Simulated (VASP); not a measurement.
Crystal: Si8Ni5.

```xyz
13
Lattice="5.4310 0.0000 0.0000 0.0000 5.4310 0.0000 0.0000 0.0000 5.4310" Properties=species:S:1:pos:R:3 pbc="T T T"
Ni    0.0000    0.0000    0.0000
Ni    0.0000    2.7155    2.7155
Ni    2.7155    0.0000    2.7155
Ni    2.7155    2.7155    0.0000
Ni    2.7155    0.0000    0.0000
Si    1.3578    1.3578    1.3578
Si    4.0732    4.0732    4.0732
Si    1.3578    4.0732    4.0732
Si    4.0732    1.3578    1.3578
Si    4.0732    1.3578    4.0732
Si    1.3578    4.0732    1.3578
Si    4.0732    4.0732    1.3578
Si    1.3578    1.3578    4.0732
```

- Program: VASP 6.6.1
- Task: relaxation of volume and atoms at fixed shape
- Functional: PBEsol
- Potentials or basis: VASP PAW PBE potentials, release 64 (Ni, Si)
- Cutoff: 600 eV
- k mesh: 6 × 6 × 6
- Occupations: methfessel-paxton, width 0.1 eV
- Spin: no spin polarisation

At the start: pressure 4.2 GPa; volume 12.32 Å³/atom.

Question: Where does the relaxation end?

Answer: Over 5 steps the energy falls by 27.9 meV/atom and the volume is 12.53 Å³/atom (+1.7 %); space group Pm-3m (No. 221, to 0.1 Å) before and after.

The path:
```csv
step,energy change (eV),largest force (eV/Å),pressure (GPa),volume (Å³)
1,0.0000,1.2644,4.20,160.19
2,-0.2891,0.0812,-4.58,167.79
3,-0.3069,0.3116,-2.97,166.18
4,-0.3574,0.1029,0.97,161.98
5,-0.3624,0.0008,0.03,162.92
```

Final structure:
```
CELL_PARAMETERS angstrom
5.46165 0.00000 0.00000
0.00000 5.46165 0.00000
0.00000 0.00000 5.46165
ATOMIC_POSITIONS crystal
Ni 0.00000 0.00000 0.00000
Ni 0.00000 0.50000 0.50000
Ni 0.50000 0.00000 0.50000
Ni 0.50000 0.50000 0.00000
Ni 0.50000 0.00000 0.00000
Si 0.24290 0.25710 0.25710
Si 0.75710 0.74290 0.74290
Si 0.24290 0.74290 0.74290
Si 0.75710 0.25710 0.25710
Si 0.75710 0.25710 0.74290
Si 0.24290 0.74290 0.25710
Si 0.75710 0.74290 0.25710
Si 0.24290 0.25710 0.74290
```

Caveat: the PAW data sets were made with another functional, which shifts forces and pressure a little.
